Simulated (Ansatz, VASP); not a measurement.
## CsCl: VASP beside Ansatz

The input INCAR:

```
PREC     = Accurate       # precision mode
ENCUT    = 500            # plane-wave cutoff, eV
EDIFF    = 1E-6           # SCF threshold, eV
ISMEAR   = 0              # smearing method
SIGMA    = 0.05           # smearing width, eV
LREAL    = F              # projectors in reciprocal space
LASPH    = T              # aspherical terms in the spheres
NELM     = 120            # most SCF steps
ALGO     = Normal         # electronic algorithm
ISIF     = 2              # what is computed and relaxed
LWAVE    = F              # write WAVECAR
LCHARG   = F              # write CHGCAR
GGA      = PS             # functional
NBANDS   = 15             # bands
GGA_COMPAT= F
```

Contents of KPOINTS:

```
regular mesh
0
Gamma
  8 8 8
```

POSCAR

```
CsCl
1.0
    4.1229998261      0.0000000000      0.0000000000
    0.0000000000      4.1229998261      0.0000000000
    0.0000000000      0.0000000000      4.1229998261
Cs Cl
1 1
Direct
    0.0000000000      0.0000000000      0.0000000000
    0.5000000000      0.5000000000      0.5000000000
```

Input for Ansatz:

```yaml
crystal:
  lattice:
    - [4.1229998261, 0.0, 0.0]
    - [0.0, 4.1229998261, 0.0]
    - [0.0, 0.0, 4.1229998261]
  atoms:
    - { symbol: Cs, position: [0.0, 0.0, 0.0] }
    - { symbol: Cl, position: [0.5, 0.5, 0.5] }
basis:
  ecutwfc: 420
  ecutrho_ratio: 4
kpoints:
  mp_grid: { grid: [8, 8, 8] }
hamiltonian:
  xc: pbesol
scf:
  occupations: { method: gaussian, width: 0.05 }
output:
  forces: true
  stress: true
  eigenvalues: true
  states_by_energy: { minimum_broadening: 0.025 }
```

Alike in both runs: task single point; functional PBEsol; k mesh 8 × 8 × 8; occupations gaussian, width 0.05 eV; no spin polarisation.

|  | VASP | Ansatz |
| --- | --- | --- |
| version | VASP 6.6.1 | Ansatz 0.2.0 |
| potentials or method | VASP PAW PBE potentials, release 64 (Cs_sv, Cl), cutoff 500 eV | scalar-relativistic, plane waves, PAW |
| valence electrons in the cell | 16 | 16 |

|  | VASP | Ansatz | Ansatz less VASP |
| --- | --- | --- | --- |
| gap on the k mesh at the Fermi level (eV) | 5.05 | 5.06 | +0.011 |
| least direct gap on the mesh (eV) | 5.05 | 5.06 | +0.011 |
| pressure (GPa) | -0.6 | -0.7 | -0.03 |

VASP's potentials were made for PBE, not for PBEsol. With one functional, cell and mesh, what is left measures potentials, basis and numerics.

Neither program's run includes spin-orbit coupling.
